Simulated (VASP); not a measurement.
Here is a VASP 6.6.1 calculation.

The input INCAR:

```
SYSTEM = Al2Au
  ALGO = Normal
  EDIFF = 1E-8
  ENCUT = 520
  IBRION = 8
  ISIF = 2
  ISMEAR = -1
  LASPH = .TRUE.
  LCHARG = .TRUE.
  LREAL = .FALSE.
  LWAVE = .FALSE.
  NELM = 100
  NSW = 1
  PREC = Accurate
  SIGMA = 0.1
```

File KPOINTS:

```
k-points
0
G
  8 8 8
  0 0 0
```

Contents of POSCAR:

```
Al2Au
1.0
    0.0000000000      3.0000000000      3.0000000000
    3.0000000000      0.0000000000      3.0000000000
    3.0000000000      3.0000000000      0.0000000000
Al Au
2 1
Direct
    0.2500000000      0.2500000000      0.2500000000
    0.7500000000      0.7500000000      0.7500000000
    0.0000000000      0.0000000000      0.0000000000
```

Potentials or basis: VASP PAW LDA potentials, release 64 (Al, Au).

Run with:

```console
$ cat potpaw_LDA.64/Al/POTCAR potpaw_LDA.64/Au/POTCAR > POTCAR
$ mpirun -np 1 vasp_std > vasp.out
```

Estimate the highest phonon frequency at Γ, LO-TO splitting left out.

259 cm⁻¹.

Phonon frequencies in cm⁻¹ (negative: imaginary):
| q point | frequencies |
| --- | --- |
| (0.000, 0.000, 0.000) | 0 0 0 224 224 224 259 259 259 |

Caveat: the cell wasn't relaxed at this level first, which shifts response properties.
